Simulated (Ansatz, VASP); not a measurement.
**In in VASP and in Ansatz**

```xyz
3
Lattice="1.6529 0.9543 8.2075 -1.6529 0.9543 8.2075 0.0000 -1.9087 8.2075" Properties=species:S:1:pos:R:3 pbc="T T T"
In    0.0000    0.0000    0.0000
In    0.0000    0.0000   19.1565
In    0.0000    0.0000    5.4659
```

Change from the starting cell: equal xx and yy strain of -1 %.

Alike in both runs: task single point; functional PBEsol; k mesh 14 × 14 × 14; occupations fermi-dirac, width 0.05 eV; no spin polarisation.

```csv
,VASP,Ansatz
version,VASP 6.6.1,Ansatz 0.2.0
potentials or method,"VASP PAW PBE potentials, release 64 (In_d), cutoff 520 eV","all-electron LAPW, scalar-relativistic"
```

Ansatz gave:

| Property | Result |
| --- | --- |
| pressure (GPa) | -0.4 |
| traceless stress, the component that is largest in VASP (GPa) | 0.22 |
| rms of the force components (eV/Å) | 0.009 |

Q: What did VASP give for the same quantities?

A: Pressure (GPa): -0.5; traceless stress, the component that is largest in VASP (GPa): 0.22; rms of the force components (eV/Å): 0.009.

VASP's potentials were made for PBE, not for PBEsol. Atom by atom the forces differ by 0.000 eV/Å (rms over components). Ansatz ran all-electron here, and VASP with PAW potentials.
